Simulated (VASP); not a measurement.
# Cu (Fm-3m) in VASP: notebook

The runs below take Cu through single point, relaxation of cell and atoms, with revPBE.

All numbers are computed with VASP 6.6.1; they aren't measurements. Logs are shortened: lines on timing, memory, paths and dates and some standing lists are left out, and cuts for length are marked.

### 1 The cell of the first run

The structure is cubic, space group Fm-3m (No. 225). The conventional cell has a = 3.660 Å, b = 3.660 Å, c = 3.660 Å, α = 90.00°, β = 90.00°, γ = 90.00°. Cu (site symmetry m-3m) has 12 Cu at 2.59 Å within 3.4 Å.

### 2 Single point, revPBE

INCAR

```
SYSTEM = Cu
ALGO = Normal ; EDIFF = 1E-6
ENCUT = 520 ; GGA = RE
ISIF = 2 ; ISMEAR = -1
LASPH = .TRUE. ; LCHARG = .TRUE.
LELF = .TRUE. ; LREAL = .FALSE.
LVHAR = .TRUE. ; LWAVE = .FALSE.
NBANDS = 12 ; NELM = 60
PREC = Accurate ; SIGMA = 0.1
```

KPOINTS

```
k-points
0
G
  8 8 8
  0 0 0
```

POSCAR

```
Cu
1.0
    0.0000000000      1.8301124950      1.8301124950
    1.8301124950      0.0000000000      1.8301124950
    1.8301124950      1.8301124950      0.0000000000
Cu
1
Direct
    0.0000000000      0.0000000000      0.0000000000
```

Potentials or basis: VASP PAW PBE potentials, release 64 (Cu).

Launch:

```
cat potpaw_PBE.64/Cu/POTCAR > POTCAR
mpirun -np 1 vasp_std > vasp.out
```

OUTCAR:

```text
SYSTEM = Cu
   EDIFF = 1E-6
   ENCUT = 520
   GGA = RE
   ISIF = 2
   ISMEAR = -1
   LASPH = .TRUE.
   LREAL = .FALSE.
   NELM = 60
   PREC = Accurate

 ion  position               nearest neighbor table
   1  0.000  0.000  0.000-

  LATTYP: Found a face centered cubic cell.
 ALAT       =     3.6602249900

  Lattice vectors:

 A1 = (   0.0000000000,   1.8301124950,   1.8301124950)
 A2 = (   1.8301124950,   0.0000000000,   1.8301124950)
 A3 = (   1.8301124950,   1.8301124950,   0.0000000000)

Analysis of symmetry for initial positions (statically):
=====================================================================
 Subroutine PRICEL returns:
 Original cell was already a primitive cell.

 Routine SETGRP: Setting up the symmetry group for a
 face centered cubic supercell.

 Subroutine GETGRP returns: Found 48 space group operations
 (whereof 48 operations were pure point group operations)
 out of a pool of 48 trial point group operations.

The static configuration has the point symmetry O_h .

Analysis of symmetry for dynamics (positions and initial velocities):
=====================================================================
 Subroutine PRICEL returns:
 Original cell was already a primitive cell.

 Routine SETGRP: Setting up the symmetry group for a
 face centered cubic supercell.

 Subroutine GETGRP returns: Found 48 space group operations
 (whereof 48 operations were pure point group operations)
 out of a pool of 48 trial point group operations.

The dynamic configuration has the point symmetry O_h .

 Subroutine INISYM returns: Found 48 space group operations
 (whereof 48 operations are pure point group operations),
 and found     1 'primitive' translations

----------------------------------------------------------------------------------------

                                     Primitive cell

  volume of cell :      12.2592

  direct lattice vectors                    reciprocal lattice vectors
     0.000000000  1.830112495  1.830112495    -0.273207249  0.273207249  0.273207249
     1.830112495  0.000000000  1.830112495     0.273207249 -0.273207249  0.273207249
     1.830112495  1.830112495  0.000000000     0.273207249  0.273207249 -0.273207249

  length of vectors
     2.588169911  2.588169911  2.588169911     0.473208836  0.473208836  0.473208836

  position of ions in fractional coordinates (direct lattice)
     0.000000000  0.000000000  0.000000000

  ion indices of the primitive-cell ions
   primitive index   ion index
                 1           1

----------------------------------------------------------------------------------------

 KPOINTS: k-points

Automatic generation of k-mesh.
 Grid dimensions read from file:
 generate k-points for:    8    8    8

 Generating k-lattice:

  Cartesian coordinates                     Fractional coordinates (reciprocal lattice)
    -0.034150906  0.034150906  0.034150906     0.125000000  0.000000000  0.000000000
     0.034150906 -0.034150906  0.034150906     0.000000000  0.125000000  0.000000000
     0.034150906  0.034150906 -0.034150906     0.000000000  0.000000000  0.125000000

  Length of vectors
     0.059151105  0.059151105  0.059151105

  Shift w.r.t. Gamma in fractional coordinates (k-lattice)
     0.000000000  0.000000000  0.000000000

 Subroutine IBZKPT returns following result:
 ===========================================

 Found     29 irreducible k-points:

 Following reciprocal coordinates:
            Coordinates               Weight
  0.000000  0.000000  0.000000      1.000000
  0.125000  0.000000  0.000000      8.000000
  0.250000  0.000000  0.000000      8.000000
  0.375000  0.000000  0.000000      8.000000
  0.500000  0.000000  0.000000      4.000000
  0.125000  0.125000  0.000000      6.000000
[... 16 lines left out ...]
  0.500000  0.250000  0.125000     48.000000
 -0.375000  0.250000  0.125000     24.000000
 [... further k-points ...]
   k-points           NKPTS =     29   k-points in BZ     NKDIM =     29   number of bands    NBANDS=     12
   number of dos      NEDOS =    301   number of ions     NIONS =      1
   total plane-waves  NPLWV =   8000
   dimension x,y,z NGX =    20 NGY =   20 NGZ =   20
   dimension x,y,z NGXF=    40 NGYF=   40 NGZF=   40
   ions per type =               1
   NGX,Y,Z   is equivalent  to a cutoff of  12.85, 12.85, 12.85 a.u.
   NGXF,Y,Z  is equivalent  to a cutoff of  25.69, 25.69, 25.69 a.u.
 SYSTEM =  Cu
   PREC   = accura    normal or accurate (medium, high low for compatibility)
   ISTART =      0    job   : 0-new  1-cont  2-samecut
   ICHARG =      2    charge: 1-file 2-atom 10-const
   ISPIN  =      1    spin polarized calculation?
   LNONCOLLINEAR =      F non collinear calculations
   LSORBIT =      F    spin-orbit coupling
   LASPH  =      T    aspherical Exc in radial PAW
   ENCUT  =  520.0 eV  38.22 Ry    6.18 a.u.   4.81  4.81  4.81*2*pi/ulx,y,z
   NELM   =     60;   NELMIN=  2; NELMDL= -5     # of ELM steps
   EDIFF  = 0.1E-05   stopping-criterion for ELM
   LREAL  =      F    real-space projection
   EDIFFG = 0.1E-04   stopping-criterion for IOM
   NSW    =      0    number of steps for IOM
   IBRION =     -1    ionic relax: 0-MD 1-quasi-New 2-CG
   NFREE  =      0    steps in history (QN), initial steepest desc. (CG)
   ISIF   =      2    stress and relaxation
   ISYM   =      2    0-nonsym 1-usesym 2-fastsym
   POTIM  = 0.5000    time-step for ionic-motion
   TEBEG  =    0.0;   TEEND  =   0.0 temperature during run
   PSTRESS=    0.0 pullay stress
   NELECT =      11.0000    total number of electrons
   NUPDOWN=      -1.0000    fix difference up-down
   EMIN   =  10.00;   EMAX   =-10.00  energy-range for DOS
   EFERMI =   0.00;   METHOD = LEGACY
   ISMEAR =    -1;   SIGMA  =   0.10  broadening in eV -4-tet -1-fermi 0-gaus
   EFERMI_NEDOS =   21; number of points for ismear=-14 and -15
   IALGO  =     38    algorithm
   IMIX   =      4    mixing-type and parameters
     AMIX     =   0.40;   BMIX     =  1.00
     AMIX_MAG =   1.60;   BMIX_MAG =  1.00
  volume/ion in A,a.u.               =      12.26        82.73
  Fermi-wavevector in a.u.,A,eV,Ry     =   1.579009  2.983894 33.922990  2.493269
  Thomas-Fermi vector in A             =   2.679453
   LORBIT       =      0    0 simple, 1 ext, 2 COOP (PROOUT), +10 PAW based schemes
   GGA     = RE    functional components
   LHFCALC =     F    Hartree Fock is set to
   AEXX    =    0.0000 exact exchange contribution
   IVDW    =     0    specifies the selected vdW correction
   LEPSILON=     F    determine dielectric tensor
   LRPA    =     F    only Hartree local field effects (RPA)
 non-spin polarized calculation
  energy-cutoff  :      520.00
  volume of cell :       12.26
 maximum number of plane-waves:       343
   NGX =  9   NGY =  9   NGZ =  9

 number of electron      10.9999990 magnetization

 Free energy of the ion-electron system (eV)
  ---------------------------------------------------
  ext. energy  EPLUGINS =         0.00000000
  ---------------------------------------------------
  free energy    TOTEN  =        -3.33097190 eV

  energy without entropy =       -3.31270744  energy(sigma->0) =       -3.32183967

 E-fermi :   7.2045     XC(G=0): -12.4104

 val. band max:        7.0830789915   @ k =   0.5000   0.2500   0.1250
 cond. band min:       7.3862067422   @ k =   0.5000   0.1250   0.0000
 fundamental gap:      0.3031277507
 Fermi energy:         7.2045476242

 k-point     1 :       0.0000    0.0000    0.0000
  band No.  band energies     occupation
      1      -1.8180      2.00000
      2       4.3339      2.00000
      3       4.3339      2.00000
      4       4.3339      2.00000
      5       5.1072      2.00000
      6       5.1072      2.00000
      7      29.4986      0.00000
      8      31.9271      0.00000
      9      31.9271      0.00000
     10      31.9271      0.00000
     11      34.3683      0.00000
     12      34.3683      0.00000

 k-point     2 :       0.1250    0.0000    0.0000
  band No.  band energies     occupation
      1      -1.2695      2.00000
      2       4.2312      2.00000
      3       4.4220      2.00000
      4       4.4220      2.00000
      5       5.0802      2.00000
      6       5.0802      2.00000
      7      25.6485      0.00000
      8      30.0548      0.00000
      9      30.7330      0.00000
     10      30.7330      0.00000
     11      36.2744      0.00000
     12      36.2748      0.00000

 k-point     3 :       0.2500    0.0000    0.0000
  band No.  band energies     occupation
      1       0.2530      2.00000
      2       4.0983      2.00000
      3       4.4808      2.00000
      4       4.4808      2.00000
      5       5.1862      2.00000
      6       5.1862      2.00000
      7      19.3908      0.00000
      8      29.3371      0.00000
      9      29.5300      0.00000
     10      29.5300      0.00000
     11      35.1332      0.00000
     12      35.1332      0.00000

 k-point     4 :       0.3750    0.0000    0.0000
  band No.  band energies     occupation
      1       1.9384      2.00000
      2       4.3677      2.00000
      3       4.3677      2.00000
      4       4.7502      2.00000
      5       5.4904      2.00000
      6       5.4904      2.00000
      7      13.9394      0.00000
      8      28.4086      0.00000
      9      28.9322      0.00000
     10      28.9322      0.00000
     11      32.7035      0.00000
     12      32.7035      0.00000

 k-point     5 :       0.5000    0.0000    0.0000
  band No.  band energies     occupation
      1       2.3816      2.00000
      2       4.3026      2.00000
      3       4.3026      2.00000
      4       5.6432      2.00000
      5       5.6432      2.00000
      6       6.3453      1.99963
      7      10.8371      0.00000
      8      28.0049      0.00000
      9      28.7937      0.00000
     10      28.7937      0.00000
     11      31.7817      0.00000
     12      31.7817      0.00000

 k-point     6 :       0.1250    0.1250    0.0000
  band No.  band energies     occupation
      1      -1.0886      2.00000
      2       4.1324      2.00000
      3       4.5011      2.00000
      4       4.5011      2.00000
      5       4.9305      2.00000
      6       5.1815      2.00000
      7      27.7329      0.00000
      8      28.0292      0.00000
      9      28.0292      0.00000
     10      29.7484      0.00000
     11      34.6061      0.00000
     12      37.6906      0.00000

 k-point     7 :       0.2500    0.1250    0.0000
  band No.  band energies     occupation
      1       0.1109      2.00000
      2       3.9325      2.00000
      3       4.5319      2.00000
      4       4.6382      2.00000
      5       4.9978      2.00000
      6       5.2960      2.00000
      7      21.7938      0.00000
      8      26.2766      0.00000
      9      27.5656      0.00000
     10      29.9583      0.00000
     11      32.8526      0.00000
     12      37.3339      0.00000

 k-point     8 :       0.3750    0.1250    0.0000
  band No.  band energies     occupation
      1       1.8462      2.00000
      2       3.9725      2.00000
      3       4.3095      2.00000
      4       4.5826      2.00000
      5       5.5448      2.00000
      6       5.7064      2.00000
      7      15.9975      0.00000
      8      25.5778      0.00000
      9      26.2450      0.00000
     10      27.8261      0.00000
     11      36.1546      0.00000
     12      36.9372      0.00000
[... 166 lines left out ...]
 k-point    20 :      -0.3750    0.3750    0.0000
  band No.  band energies     occupation
      1       3.1321      2.00000
      2       3.3546      2.00000
      3       4.5857      2.00000
      4       5.2341      2.00000
      5       5.5939      2.00000
      6      11.4927      0.00000
      7      12.8425      0.00000
      8      14.8310      0.00000
      9      22.0763      0.00000
     10      26.0744      0.00000
     11      35.4674      0.00000
     12      42.8491      0.00000

 k-point    21 :       0.5000    0.5000    0.0000
  band No.  band energies     occupation
      1       2.5809      2.00000
      2       3.0188      2.00000
      3       5.6250      2.00000
      4       5.7782      2.00000
      5       5.7782      2.00000
      6       8.7765      0.00000
      7      14.1139      0.00000
      8      20.0673      0.00000
      9      20.0673      0.00000
     10      24.4170      0.00000
     11      26.9149      0.00000
     12      48.6047      0.00000

 k-point    22 :       0.3750    0.2500    0.1250
  band No.  band energies     occupation
      1       1.4581      2.00000
      2       3.7340      2.00000
      3       4.3273      2.00000
      4       4.9651      2.00000
      5       5.0042      2.00000
      6       5.7608      2.00000
      7      20.2541      0.00000
      8      20.9000      0.00000
      9      26.0712      0.00000
     10      30.5533      0.00000
     11      32.3208      0.00000
     12      36.9714      0.00000

 k-point    23 :       0.5000    0.2500    0.1250
  band No.  band energies     occupation
      1       2.8134      2.00000
      2       3.7871      2.00000
      3       4.0772      2.00000
      4       4.8505      2.00000
      5       5.4271      2.00000
      6       7.0831      1.54225
      7      15.0383      0.00000
      8      20.3925      0.00000
      9      23.2352      0.00000
     10      30.6116      0.00000
     11      34.0783      0.00000
     12      37.6823      0.00000

 k-point    24 :      -0.3750    0.2500    0.1250
  band No.  band energies     occupation
      1       3.1153      2.00000
      2       3.7797      2.00000
      3       4.2774      2.00000
      4       4.7540      2.00000
      5       5.5914      2.00000
      6       9.3179      0.00000
      7      11.3451      0.00000
      8      21.1192      0.00000
      9      21.4493      0.00000
     10      30.3362      0.00000
     11      33.9368      0.00000
     12      41.3095      0.00000

 [... further k-points ...]
[... 5 lines left out ...]
  --------------------------------------------------------------------------------------
  -------------------------------------------------------------------------------------
  Total        0.0943559      0.0943559      0.0943559      0.0000000      0.0000000     -0.0000000
  in kB       12.3315120     12.3315120     12.3315120      0.0000000      0.0000000     -0.0000000
  external PRESSURE =      12.3315120 kB  Pullay stress =       0.0000000 kB

 VOLUME and BASIS-vectors are now :
 -----------------------------------------------------------------------------
  energy-cutoff  :      520.00
  volume of cell :       12.26
      direct lattice vectors                 reciprocal lattice vectors
     0.000000000  1.830112495  1.830112495    -0.273207249  0.273207249  0.273207249
     1.830112495  0.000000000  1.830112495     0.273207249 -0.273207249  0.273207249
     1.830112495  1.830112495  0.000000000     0.273207249  0.273207249 -0.273207249

 POSITION                                       TOTAL-FORCE (eV/Angst)
 -----------------------------------------------------------------------------------
      0.00000      0.00000      0.00000         0.000000     -0.000000      0.000000
 -----------------------------------------------------------------------------------
    total drift:                               -0.000000     -0.000000     -0.000000

  FREE ENERGIE OF THE ION-ELECTRON SYSTEM (eV)
  ---------------------------------------------------
  free  energy   TOTEN  =        -3.3309718954 eV

  energy  without entropy=       -3.3127074399  energy(sigma->0) =       -3.32183967
```

It took 2.7 s on 1 thread of AMD EPYC 9R45 (Zen 5), shared host; peak memory 0.09 GiB.

What came out:

- Free energy: -3.3310 eV
- Pressure: 1.2 GPa

Caveat: the k points lie up to 0.37 Å⁻¹ apart; the PAW data sets were made with another functional, which shifts forces and pressure a little.

### 3 Single point, revPBE

INCAR

```
PREC     = Accurate       # precision mode
ENCUT    = 520            # plane-wave cutoff, eV
EDIFF    = 1E-6           # SCF threshold, eV
ISMEAR   = -1             # smearing method
SIGMA    = 0.1            # smearing width, eV
LREAL    = F              # projectors in reciprocal space
LASPH    = T              # aspherical terms in the spheres
NELM     = 60             # most SCF steps
ALGO     = Normal         # electronic algorithm
ISIF     = 2              # what is computed and relaxed
LWAVE    = F              # write WAVECAR
LCHARG   = F              # write CHGCAR
GGA      = RE             # functional
NBANDS   = 12             # bands
```

KPOINTS

```
regular mesh
0
Gamma
  15 15 15
```

POSCAR

```
Cu
1.0
    0.0000000000      1.8301124949      1.8301124949
    1.8301124949      0.0000000000      1.8301124949
    1.8301124949      1.8301124949      0.0000000000
Cu
1
Direct
    0.0000000000      0.0000000000      0.0000000000
```

Potentials or basis: VASP PAW PBE potentials, release 64 (Cu).

Launch:

```
cat potpaw_PBE.64/Cu/POTCAR > POTCAR
mpirun -np 1 vasp_std > vasp.out
```

Wall time 6.7 s (1 thread of Intel Xeon 6975P-C (Granite Rapids), shared host); peak memory 0.13 GiB.

It converged, with:

* Free energy: -3.3553 eV
* Pressure: 0.5 GPa

Levels at points of the mesh, in eV from the Fermi level:
| k point | band 4 | band 5 | band 6 | band 7 | band 8 | band 9 |
| --- | --- | --- | --- | --- | --- | --- |
| (0.00, 0.00, 0.00) | -2.99 | -2.22 | -2.22 | 22.18 | 24.61 | 24.61 |

Caveat: the PAW data sets were made with another functional, which shifts forces and pressure a little.

### 4 Relaxation of cell and atoms, revPBE

This run uses another cell than the first one, of 11.81 Å³/atom, 0.963 times its volume.

INCAR

```
ALGO = Normal ; EDIFF = 1E-6
EDIFFG = -0.01 ; ENCUT = 600
GGA = RE ; IBRION = 2
ISIF = 3 ; ISMEAR = -1
LASPH = True ; LCHARG = False
LREAL = False ; LWAVE = False
NELM = 100 ; NSW = 80
PREC = Accurate ; SIGMA = 0.1
```

KPOINTS

```
k-points
0
Gamma
  15 15 15
```

POSCAR

```
Cu
1.0
    0.0000000000      1.8074800000      1.8074800000
    1.8074800000      0.0000000000      1.8074800000
    1.8074800000      1.8074800000      0.0000000000
Cu
1
Direct
    0.0000000000      0.0000000000      0.0000000000
```

Launch:

```
cat potpaw_PBE.64/Cu/POTCAR > POTCAR
mpirun -np 1 vasp_std > vasp.out
```

Wall time 12 s (1 thread of Intel Xeon 6975P-C (Granite Rapids), shared host); peak memory 0.14 GiB.

It converged, with:

```
Free energy                            : -3.3555 eV
Relaxed volume                         : 12.32 Å³/atom
Relaxed cell                           : a = 2.592 Å, b = 2.592 Å, c = 2.592 Å, α = 60.00°, β = 60.00°, γ = 60.00°
Space group after relaxing (to 0.05 Å) : Fm-3m (No. 225)
Energy gained by relaxing              : 9.0 meV/atom
Ionic steps                            : 3
Pressure after relaxing                : 0.0 GPa
```

Step by step:
| step | energy change (eV) | largest force (eV/Å) | pressure (GPa) | volume (Å³) |
| --- | --- | --- | --- | --- |
| 1 | 0.0000 | 0.0000 | 5.94 | 11.81 |
| 2 | -0.0071 | 0.0000 | -2.40 | 12.57 |
| 3 | -0.0090 | 0.0000 | 0.04 | 12.32 |

Final structure:
```
Cu
1.0
     0.00000    1.83312    1.83312
     1.83312    0.00000    1.83312
     1.83312    1.83312    0.00000
Cu
1
Cartesian
  0.0000 0.0000 0.0000
```

Levels at points of the mesh, in eV from the Fermi level:
| k point | band 4 | band 5 | band 6 | band 7 | band 8 | band 9 |
| --- | --- | --- | --- | --- | --- | --- |
| (0.00, 0.00, 0.00) | -2.98 | -2.21 | -2.21 | 22.14 | 24.53 | 24.53 |

Caveat: the PAW data sets were made with another functional, which shifts forces and pressure a little. Zero-point motion and thermal expansion aren't in these numbers.

### 5 Overview

```tsv
task	cell	k mesh	cutoff (eV)	gap on the mesh (eV)	pressure (GPa)
single point	a = 2.588 Å, angles 60.0°, 1 atom	8 × 8 × 8	520	none	1.2
single point	a = 2.588 Å, angles 60.0°, 1 atom	15 × 15 × 15	520	none	0.5
relaxation of cell and atoms	relaxed from a = 2.556 Å, angles 60.0°, 1 atom	15 × 15 × 15	600	none	0.0
```

Alike in all rows: level revPBE; potentials or basis VASP PAW PBE potentials, release 64 (Cu); no spin polarisation; smearing fermi-dirac 0.1 eV.

Caveats: some runs use coarse meshes; the PAW data sets were made with another functional, which shifts forces and pressure a little.

Total energies depend on the potentials used, so only differences within one code and one set of settings carry meaning.
